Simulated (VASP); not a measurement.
A run of VASP 6.6.1 is set up as follows.

Contents of INCAR:

```
SYSTEM = InP
PREC = Accurate ; ENCUT = 520
EDIFF = 1E-8 ; ISMEAR = 0
SIGMA = 0.01 ; LREAL = .False.
LASPH = .True. ; NELM = 100
ALGO = Normal ; ISIF = 2
LWAVE = .False. ; LCHARG = .False.
GGA = PS ; IBRION = 8
NSW = 1
```

KPOINTS

```
Automatic mesh
0
Gamma
  8 8 8
  0 0 0
```

The input POSCAR:

```
InP
1.0
    0.0000000000      2.9392321674      2.9392321674
    2.9392321674      0.0000000000      2.9392321674
    2.9392321674      2.9392321674      0.0000000000
In P
1 1
Direct
    0.0000000000      0.0000000000      0.0000000000
    0.7500000000      0.7500000000      0.7500000000
```

Potentials or basis: VASP PAW PBE potentials, release 64 (In_d, P).

Launch:

```sh
$ cat potpaw_PBE.64/In_d/POTCAR potpaw_PBE.64/P/POTCAR > POTCAR
$ mpirun -np 1 vasp_std > vasp.out
```

Q: Predict the highest phonon frequency at Γ, LO-TO splitting left out.

A: 295 cm⁻¹.

Phonon frequencies in cm⁻¹ (negative: imaginary):
| q point | frequencies |
| --- | --- |
| (0.000, 0.000, 0.000) | 0 0 0 295 295 295 |
